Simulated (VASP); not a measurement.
Write the native input for VASP 6.6.1 that does the following.

```
Task                   : relaxation of cell and atoms
Functional             : PBE
Potentials or basis    : VASP PAW PBE potentials, release 64 (Bi_d, S)
Cutoff                 : 600 eV
k mesh                 : 6 × 6 × 2
Occupations            : gaussian, width 0.1 eV
Spin                   : no spin polarisation
Dipole correction      : no
Further INCAR settings : ALGO = Normal; EDIFF = 1e-07; IBRION = 2; EDIFFG = -0.04; NSW = 90; ISIF = 3
```

The structure of Bi3S lies in POSCAR:

```
Bi3S
1.0
    3.6518932238      0.0000000000      0.0000000000
    0.0000000000      3.6518932238      0.0000000000
    0.0000000000      0.0000000000      8.1964956326
Bi S
3 1
Direct
    0.0000000000      0.0000000000      0.7077766796
    0.0000000000      0.0000000000      0.2922233204
    0.5000000000      0.5000000000      0.0000000000
    0.5000000000      0.5000000000      0.5000000000
```

The cell was built from a structure type or drawn by symmetry, and may not be a known phase.

The input as run:

INCAR

```
SYSTEM = Bi3S
PREC     = Accurate       ! precision mode
ENCUT    = 600            ! plane-wave cutoff, eV
EDIFF    = 1E-7           ! SCF threshold, eV
ISMEAR   = 0              ! smearing method
SIGMA    = 0.1            ! smearing width, eV
LREAL    = .FALSE.        ! projectors in reciprocal space
LASPH    = .TRUE.         ! aspherical terms in the spheres
NELM     = 100            ! most SCF steps
ALGO     = Normal         ! electronic algorithm
ISIF     = 3              ! what is computed and relaxed
LWAVE    = .FALSE.        ! write WAVECAR
LCHARG   = .FALSE.        ! write CHGCAR
GGA      = PE             ! functional
IBRION   = 2              ! ionic algorithm
NSW      = 90             ! ionic steps
EDIFFG   = -0.04          ! ionic threshold
```

KPOINTS

```
regular mesh
0
G
  6 6 2
  0 0 0
```

Potentials or basis: VASP PAW PBE potentials, release 64 (Bi_d, S).

Launch:

```bash
$ cat potpaw_PBE.64/Bi_d/POTCAR potpaw_PBE.64/S/POTCAR > POTCAR
$ mpirun -np 1 vasp_std > vasp.out
```

It gave:

| Quantity | Value |
| --- | --- |
| Relaxed volume | 27.51 Å³/atom |
| Relaxed cell | a = 3.721 Å, b = 3.721 Å, c = 7.946 Å, α = 90.00°, β = 90.00°, γ = 90.00° |
| Space group after relaxing (to 0.1 Å) | P4/mmm (No. 123) |
| Energy gained by relaxing | 8.2 meV/atom |
| Ionic steps | 9 |
| Pressure after relaxing | 0.0 GPa |
| Largest force after relaxing | 0.027 eV/Å |
| Band gap on the k mesh | zero (an odd number of electrons rules out a gap without spin polarisation) |

Caveat: the k points lie up to 0.40 Å⁻¹ apart in the final cell, too coarse for converged energies and pressures of a metal; spin-orbit coupling is left out, which moves the levels of the heavy elements.

Run time: 6.7 min on 1 thread of Intel(R) Xeon(R) Platinum 8488C (Sapphire Rapids) (shared host), peak memory 0.28 GiB.
